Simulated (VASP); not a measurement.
# TiPt3 (Pm-3m) in VASP: notebook

Runs on TiPt3. Level: PBEsol. Tasks: single point.

Everything below comes from runs of VASP 6.6.1. Logs are shortened: lines on timing, memory, paths and dates and some standing lists are left out, and cuts for length are marked.

## (1) The cell of the first run

The structure is cubic, space group Pm-3m (No. 221). The conventional cell has a = 3.884 Å, b = 3.884 Å, c = 3.884 Å, α = 90.00°, β = 90.00°, γ = 90.00°. Within 3.6 Å of Ti (site symmetry m-3m) lie 12 Pt at 2.75 Å. Within 3.6 Å of Pt (site symmetry 4/mmm) lie 4 Ti at 2.75 Å and 8 Pt at 2.75 Å.

## (2) Single point, PBEsol (14.65 Å³/atom)

The input, INCAR:

```
SYSTEM = TiPt3
PREC = Accurate
ENCUT = 500
EDIFF = 1E-6
ISMEAR = -1
SIGMA = 0.05
LREAL = .False.
LASPH = .True.
NELM = 120
ALGO = Normal
ISIF = 2
LWAVE = .False.
LCHARG = .False.
GGA = PS
NBANDS = 29
GGA_COMPAT = .False.
```

The input, KPOINTS:

```
Automatic mesh
0
Gamma
  9 9 9
  0 0 0
```

The input, POSCAR:

```
TiPt3
1.0
    3.8839664578      0.0000000000      0.0000000000
    0.0000000000      3.8839664578      0.0000000000
    0.0000000000      0.0000000000      3.8839664578
Ti Pt
1 3
Direct
    0.0000000000      0.0000000000      0.0000000000
    0.0000000000      0.5000000000      0.5000000000
    0.5000000000      0.0000000000      0.5000000000
    0.5000000000      0.5000000000      0.0000000000
```

Potentials or basis: VASP PAW PBE potentials, release 64 (Ti_sv, Pt).

Started as:

```sh
cat potpaw_PBE.64/Ti_sv/POTCAR potpaw_PBE.64/Pt/POTCAR > POTCAR
mpirun -np 1 vasp_std > vasp.out
```

OUTCAR:

```text
SYSTEM = TiPt3
   PREC = Accurate
   ENCUT = 500
   EDIFF = 1E-6
   ISMEAR = -1
   LREAL = .False.
   LASPH = .True.
   NELM = 120
   ISIF = 2
   GGA = PS

 ion  position               nearest neighbor table
   1  0.000  0.000  0.000-   2 2.75   3 2.75   4 2.75   2 2.75   3 2.75   2 2.75   4 2.75   2 2.75
                             3 2.75   4 2.75   3 2.75   4 2.75
   2  0.000  0.500  0.500-   1 2.75   3 2.75   4 2.75   1 2.75   4 2.75   1 2.75   3 2.75   1 2.75
                             3 2.75   4 2.75   4 2.75   3 2.75
   3  0.500  0.000  0.500-   1 2.75   2 2.75   4 2.75   1 2.75   4 2.75   2 2.75   4 2.75   4 2.75
                             1 2.75   2 2.75   1 2.75   2 2.75
   4  0.500  0.500  0.000-   1 2.75   2 2.75   3 2.75   2 2.75   3 2.75   1 2.75   3 2.75   3 2.75
                             1 2.75   2 2.75   2 2.75   1 2.75

  LATTYP: Found a simple cubic cell.
 ALAT       =     3.8839664578

  Lattice vectors:

 A1 = (   3.8839664578,   0.0000000000,   0.0000000000)
 A2 = (   0.0000000000,   3.8839664578,   0.0000000000)
 A3 = (   0.0000000000,   0.0000000000,   3.8839664578)

Analysis of symmetry for initial positions (statically):
=====================================================================
 Subroutine PRICEL returns:
 Original cell was already a primitive cell.

 Routine SETGRP: Setting up the symmetry group for a
 simple cubic supercell.

 Subroutine GETGRP returns: Found 48 space group operations
 (whereof 48 operations were pure point group operations)
 out of a pool of 48 trial point group operations.

The static configuration has the point symmetry O_h .

Analysis of symmetry for dynamics (positions and initial velocities):
=====================================================================
 Subroutine PRICEL returns:
 Original cell was already a primitive cell.

 Routine SETGRP: Setting up the symmetry group for a
 simple cubic supercell.

 Subroutine GETGRP returns: Found 48 space group operations
 (whereof 48 operations were pure point group operations)
 out of a pool of 48 trial point group operations.

The dynamic configuration has the point symmetry O_h .

 Subroutine INISYM returns: Found 48 space group operations
 (whereof 48 operations are pure point group operations),
 and found     1 'primitive' translations

----------------------------------------------------------------------------------------

                                     Primitive cell

  volume of cell :      58.5904

  direct lattice vectors                    reciprocal lattice vectors
     3.883966458  0.000000000  0.000000000     0.257468753  0.000000000  0.000000000
     0.000000000  3.883966458  0.000000000     0.000000000  0.257468753  0.000000000
     0.000000000  0.000000000  3.883966458     0.000000000  0.000000000  0.257468753

  length of vectors
     3.883966458  3.883966458  3.883966458     0.257468753  0.257468753  0.257468753

  position of ions in fractional coordinates (direct lattice)
     0.000000000  0.000000000  0.000000000
     0.000000000  0.500000000  0.500000000
     0.500000000  0.000000000  0.500000000
     0.500000000  0.500000000  0.000000000

  ion indices of the primitive-cell ions
   primitive index   ion index
                 1           1
                 2           2
                 3           3
                 4           4

----------------------------------------------------------------------------------------

 KPOINTS: Automatic mesh

Automatic generation of k-mesh.
 Grid dimensions read from file:
 generate k-points for:    9    9    9

 Generating k-lattice:

  Cartesian coordinates                     Fractional coordinates (reciprocal lattice)
     0.028607639  0.000000000  0.000000000     0.111111111  0.000000000  0.000000000
     0.000000000  0.028607639  0.000000000     0.000000000  0.111111111  0.000000000
     0.000000000  0.000000000  0.028607639     0.000000000  0.000000000  0.111111111

  Length of vectors
     0.028607639  0.028607639  0.028607639

  Shift w.r.t. Gamma in fractional coordinates (k-lattice)
     0.000000000  0.000000000  0.000000000

 Subroutine IBZKPT returns following result:
 ===========================================

 Found     35 irreducible k-points:

 Following reciprocal coordinates:
            Coordinates               Weight
  0.000000  0.000000  0.000000      1.000000
  0.111111  0.000000  0.000000      6.000000
  0.222222  0.000000  0.000000      6.000000
  0.333333  0.000000  0.000000      6.000000
  0.444444  0.000000  0.000000      6.000000
  0.111111  0.111111  0.000000     12.000000
[... 16 lines left out ...]
  0.333333  0.333333  0.111111     24.000000
  0.444444  0.333333  0.111111     48.000000
 [... further k-points ...]
   k-points           NKPTS =     35   k-points in BZ     NKDIM =     35   number of bands    NBANDS=     29
   number of dos      NEDOS =    301   number of ions     NIONS =      4
   total plane-waves  NPLWV =  21952
   dimension x,y,z NGX =    28 NGY =   28 NGZ =   28
   dimension x,y,z NGXF=    56 NGYF=   56 NGZF=   56
   ions per type =               1   3
   NGX,Y,Z   is equivalent  to a cutoff of  11.98, 11.98, 11.98 a.u.
   NGXF,Y,Z  is equivalent  to a cutoff of  23.97, 23.97, 23.97 a.u.
 SYSTEM =  TiPt3
   PREC   = accura    normal or accurate (medium, high low for compatibility)
   ISTART =      0    job   : 0-new  1-cont  2-samecut
   ICHARG =      2    charge: 1-file 2-atom 10-const
   ISPIN  =      1    spin polarized calculation?
   LNONCOLLINEAR =      F non collinear calculations
   LSORBIT =      F    spin-orbit coupling
   LASPH  =      T    aspherical Exc in radial PAW
   ENCUT  =  500.0 eV  36.75 Ry    6.06 a.u.   7.08  7.08  7.08*2*pi/ulx,y,z
   NELM   =    120;   NELMIN=  2; NELMDL= -5     # of ELM steps
   EDIFF  = 0.1E-05   stopping-criterion for ELM
   LREAL  =      F    real-space projection
   EDIFFG = 0.1E-04   stopping-criterion for IOM
   NSW    =      0    number of steps for IOM
   IBRION =     -1    ionic relax: 0-MD 1-quasi-New 2-CG
   NFREE  =      0    steps in history (QN), initial steepest desc. (CG)
   ISIF   =      2    stress and relaxation
   ISYM   =      2    0-nonsym 1-usesym 2-fastsym
   POTIM  = 0.5000    time-step for ionic-motion
   TEBEG  =    0.0;   TEEND  =   0.0 temperature during run
   PSTRESS=    0.0 pullay stress
   NELECT =      42.0000    total number of electrons
   NUPDOWN=      -1.0000    fix difference up-down
   EMIN   =  10.00;   EMAX   =-10.00  energy-range for DOS
   EFERMI =   0.00;   METHOD = LEGACY
   ISMEAR =    -1;   SIGMA  =   0.05  broadening in eV -4-tet -1-fermi 0-gaus
   EFERMI_NEDOS =   21; number of points for ismear=-14 and -15
   IALGO  =     38    algorithm
   IMIX   =      4    mixing-type and parameters
     AMIX     =   0.40;   BMIX     =  1.00
     AMIX_MAG =   1.60;   BMIX_MAG =  1.00
  volume/ion in A,a.u.               =      14.65        98.85
  Fermi-wavevector in a.u.,A,eV,Ry     =   1.465151  2.768734 29.207193  2.146668
  Thomas-Fermi vector in A             =   2.581042
   LORBIT       =      0    0 simple, 1 ext, 2 COOP (PROOUT), +10 PAW based schemes
   GGA     = PS    functional components
   LHFCALC =     F    Hartree Fock is set to
   AEXX    =    0.0000 exact exchange contribution
   IVDW    =     0    specifies the selected vdW correction
   LEPSILON=     F    determine dielectric tensor
   LRPA    =     F    only Hartree local field effects (RPA)
 non-spin polarized calculation
  energy-cutoff  :      500.00
  volume of cell :       58.59
 maximum number of plane-waves:      1503
   NGX = 15   NGY = 15   NGZ = 15

 number of electron      42.0000010 magnetization

 Free energy of the ion-electron system (eV)
  ---------------------------------------------------
  ext. energy  EPLUGINS =         0.00000000
  ---------------------------------------------------
  free energy    TOTEN  =       -32.75816558 eV

  energy without entropy =      -32.74637967  energy(sigma->0) =      -32.75227263

 E-fermi :  11.9012     XC(G=0): -13.4813

 val. band max:       11.8725069893   @ k =   0.4444   0.1111   0.1111
 cond. band min:      11.9352521116   @ k =   0.4444   0.1111   0.0000
 fundamental gap:      0.0627451223
 Fermi energy:        11.9012004003

 k-point     1 :       0.0000    0.0000    0.0000
  band No.  band energies     occupation
      1     -46.0377      2.00000
      2     -22.3624      2.00000
      3     -22.3624      2.00000
      4     -22.3624      2.00000
      5       1.4991      2.00000
      6       4.3259      2.00000
[... 21 lines left out ...]
     28      13.9763      0.00000
     29      20.3820      0.00000

 k-point     2 :       0.1111    0.0000    0.0000
  band No.  band energies     occupation
      1     -46.0374      2.00000
      2     -22.3660      2.00000
      3     -22.3630      2.00000
      4     -22.3630      2.00000
      5       1.6651      2.00000
      6       4.4319      2.00000
[... 21 lines left out ...]
     28      14.8508      0.00000
     29      20.0775      0.00000

 k-point     3 :       0.2222    0.0000    0.0000
  band No.  band energies     occupation
      1     -46.0368      2.00000
      2     -22.3753      2.00000
      3     -22.3644      2.00000
      4     -22.3644      2.00000
      5       2.1449      2.00000
      6       4.7181      2.00000
[... 21 lines left out ...]
     28      16.2993      0.00000
     29      19.4796      0.00000

 k-point     4 :       0.3333    0.0000    0.0000
  band No.  band energies     occupation
      1     -46.0361      2.00000
      2     -22.3858      2.00000
      3     -22.3661      2.00000
      4     -22.3661      2.00000
      5       2.8671      2.00000
      6       4.9863      2.00000
[... 21 lines left out ...]
     28      17.8194      0.00000
     29      18.9901      0.00000

 k-point     5 :       0.4444    0.0000    0.0000
  band No.  band energies     occupation
      1     -46.0357      2.00000
      2     -22.3926      2.00000
      3     -22.3672      2.00000
      4     -22.3672      2.00000
      5       3.5981      2.00000
      6       4.9469      2.00000
[... 21 lines left out ...]
     28      19.2520      0.00000
     29      19.2520      0.00000
[... 510 lines left out ...]
     28      17.8693      0.00000
     29      17.9588      0.00000

 k-point    22 :       0.4444    0.2222    0.1111
  band No.  band energies     occupation
      1     -46.0353      2.00000
      2     -22.3884      2.00000
      3     -22.3753      2.00000
      4     -22.3697      2.00000
      5       4.1301      2.00000
      6       5.2217      2.00000
[... 21 lines left out ...]
     28      17.3694      0.00000
     29      18.6754      0.00000

 k-point    23 :       0.3333    0.3333    0.1111
  band No.  band energies     occupation
      1     -46.0353      2.00000
      2     -22.3842      2.00000
      3     -22.3789      2.00000
      4     -22.3704      2.00000
      5       3.9825      2.00000
      6       5.5993      2.00000
[... 21 lines left out ...]
     28      16.8045      0.00000
     29      18.7623      0.00000

 k-point    24 :       0.4444    0.3333    0.1111
  band No.  band energies     occupation
      1     -46.0351      2.00000
      2     -22.3858      2.00000
      3     -22.3803      2.00000
      4     -22.3712      2.00000
      5       4.5420      2.00000
      6       5.3203      2.00000
[... 21 lines left out ...]
     28      16.0638      0.00000
     29      19.4936      0.00000

 [... further k-points ...]

------------------------ aborting loop because EDIFF is reached ----------------------------------------

  FORCE on cell =-STRESS in cart. coord.  units (eV):
  Direction    XX          YY          ZZ          XY          YZ          ZX
  --------------------------------------------------------------------------------------
  -------------------------------------------------------------------------------------
  Total        1.0984372      1.0984372      1.0984372      0.0000000     -0.0000000     -0.0000000
  in kB       30.0371980     30.0371980     30.0371980      0.0000000     -0.0000000     -0.0000000
  external PRESSURE =      30.0371980 kB  Pullay stress =       0.0000000 kB

 VOLUME and BASIS-vectors are now :
 -----------------------------------------------------------------------------
  energy-cutoff  :      500.00
  volume of cell :       58.59
      direct lattice vectors                 reciprocal lattice vectors
     3.883966458  0.000000000  0.000000000     0.257468753  0.000000000  0.000000000
     0.000000000  3.883966458  0.000000000     0.000000000  0.257468753  0.000000000
     0.000000000  0.000000000  3.883966458     0.000000000  0.000000000  0.257468753

 POSITION                                       TOTAL-FORCE (eV/Angst)
 -----------------------------------------------------------------------------------
      0.00000      0.00000      0.00000         0.000000      0.000000      0.000000
      0.00000      1.94198      1.94198         0.000000      0.000000      0.000000
      1.94198      0.00000      1.94198         0.000000      0.000000      0.000000
      1.94198      1.94198      0.00000         0.000000      0.000000      0.000000
 -----------------------------------------------------------------------------------
    total drift:                                0.000000      0.000000      0.000000

  FREE ENERGIE OF THE ION-ELECTRON SYSTEM (eV)
  ---------------------------------------------------
  free  energy   TOTEN  =       -32.7581655822 eV

  energy  without entropy=      -32.7463796698  energy(sigma->0) =      -32.75227263
```

Run time: 70 s. Hardware: 1 thread of AMD EPYC 7R13, shared host; peak memory 0.16 GiB.

What came out:

```
Free energy            : -32.7582 eV
Pressure               : 3.0 GPa
Band gap on the k mesh : zero (bands 21 and 22 overlap by 1.59 eV)
```

Levels at points of the mesh, in eV from the Fermi level:
| k point | band 19 | band 20 | band 21 | band 22 | band 23 | band 24 |
| --- | --- | --- | --- | --- | --- | --- |
| (0.00, 0.00, 0.00) | 0.04 | 0.04 | 1.42 | 1.42 | 1.52 | 1.52 |

Caveat: the cell stands under pressure; the PAW data sets were made with another functional, which shifts forces and pressure a little; spin-orbit coupling is left out, which moves the levels of the heavy elements.

## (3) Single point, PBEsol (15.09 Å³/atom)

This run uses another cell than the first one, of 15.09 Å³/atom.

The input, INCAR:

```
SYSTEM = TiPt3
PREC     = Accurate       ! precision mode
ENCUT    = 500            ! plane-wave cutoff, eV
EDIFF    = 1E-6           ! SCF threshold, eV
ISMEAR   = -1             ! smearing method
SIGMA    = 0.05           ! smearing width, eV
LREAL    = .False.        ! projectors in reciprocal space
LASPH    = .True.         ! aspherical terms in the spheres
NELM     = 120            ! most SCF steps
ALGO     = Normal         ! electronic algorithm
ISIF     = 2              ! what is computed and relaxed
LWAVE    = .False.        ! write WAVECAR
LCHARG   = .False.        ! write CHGCAR
GGA      = PS             ! functional
NBANDS   = 29             ! bands
GGA_COMPAT= .False.
```

KPOINTS is that of step 2.

The input, POSCAR:

```
TiPt3
1.0
    3.9228086992      0.0000000000      0.0000000000
    0.0000000000      3.9228086992      0.0000000000
    0.0000000000      0.0000000000      3.9228086992
Ti Pt
1 3
Direct
    0.0000000000      0.0000000000      0.0000000000
    0.0000000000      0.5000000000      0.5000000000
    0.5000000000      0.0000000000      0.5000000000
    0.5000000000      0.5000000000      0.0000000000
```

Potentials or basis: VASP PAW PBE potentials, release 64 (Ti_sv, Pt).

Started as:

```sh
cat potpaw_PBE.64/Ti_sv/POTCAR potpaw_PBE.64/Pt/POTCAR > POTCAR
mpirun -np 1 vasp_std > vasp.out
```

Run time: 89 s. Hardware: 1 thread of AMD EPYC 7R13, shared host; peak memory 0.17 GiB.

The run converged. Its results:

* Free energy: -32.7483 eV
* Pressure: -4.8 GPa
* Band gap on the k mesh: zero (bands 21 and 22 overlap by 1.50 eV)

Levels at points of the mesh, in eV from the Fermi level:
```tsv
k point	band 19	band 20	band 21	band 22	band 23	band 24
(0.00, 0.00, 0.00)	0.02	0.02	1.35	1.35	1.54	1.54
```

Caveat: the cell stands under tension; the PAW data sets were made with another functional, which shifts forces and pressure a little; spin-orbit coupling is left out, which moves the levels of the heavy elements.
